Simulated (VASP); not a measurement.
**SiC (Moissanite 3C): single point with PBE**

SiC (Moissanite 3C):

```xyz
2
Lattice="0.0000 2.1320 2.1320 2.1320 0.0000 2.1320 2.1320 2.1320 0.0000" Properties=species:S:1:pos:R:3 pbc="T T T"
Si    0.0000    0.0000    0.0000
C     1.0660    1.0660    1.0660
```

```yaml
Program: VASP 6.6.1
Task: single point
Functional: PBE
Potentials_or_basis: VASP PAW PBE potentials, release 64 (Si, C)
Cutoff: 520 eV
k_mesh: 8 × 8 × 8
Occupations: gaussian, width 0.01 eV
Spin: no spin polarisation
Dipole_correction: no
Further_INCAR_settings: ALGO = Normal; EDIFF = 1e-06; NBANDS = 11
```

```
Pressure               : 19.9 GPa
Band gap on the k mesh : 1.29 eV, indirect (least direct gap 4.60 eV)
```

Levels at points of the mesh, in eV from the valence-band top:
```
           k point  band 1  band 2  band 3  band 4  band 5  band 6  band 7  band 8
(0.00, 0.00, 0.00)  -15.93    0.00    0.00    0.00    7.01    7.78    7.78    7.78
(0.50, 0.00, 0.00)  -12.11   -8.90   -1.06   -1.06    6.04    7.50    7.50   10.42
(0.50, 0.50, 0.00)  -10.59   -8.01   -3.31   -3.31    1.29    4.56   14.81   14.81
```

Run time: 7.4 s on 1 thread of AMD EPYC 7R43 64-Core Processor (Zen 3), with other jobs on the host, peak memory 0.1 GiB.

A k mesh can miss the band edges.
